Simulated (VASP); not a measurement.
Runs of VASP 6.6.1 on Mo. The structure is that of space group Pm-3m (No. 221), or close to it. The cells are those of the table. 

| task | cell | cutoff (eV) | gap on the mesh (eV) | pressure (GPa) |
| --- | --- | --- | --- | --- |
| single point | a = 2.600 Å, 1 atom | 520 | none | 0.5 |
| relaxation of cell and atoms | relaxed to 5 GPa from a = 2.580 Å, 1 atom | 600 | none | 5.2 |
| single point | a = 2.526 Å, 1 atom | 520 | none | (a) |
| relaxation of cell and atoms | relaxed to 20 GPa from a = 2.580 Å, 1 atom | 600 | none | 19.8 |
| relaxation of cell and atoms | relaxed to 10 GPa from a = 2.580 Å, 1 atom | 600 | none | 9.9 |

Alike in all rows: level PBE; potentials or basis VASP PAW PBE potentials, release 64 (Mo_sv); no spin polarisation; k mesh 9 × 9 × 9; smearing gaussian 0.05 eV.

**Question.** Fill in the values left out.

**Answer.** (a) 20.7.

Caveats: the cell is relaxed towards a set pressure, so the enthalpy falls and the energy may rise (some runs); the relaxation stopped at its first step, so nothing moved (some runs).

A k mesh can miss the band edges, and the runs leave out spin-orbit coupling on Mo.

A gap of «none» marks levels without a gap at the run's occupations.
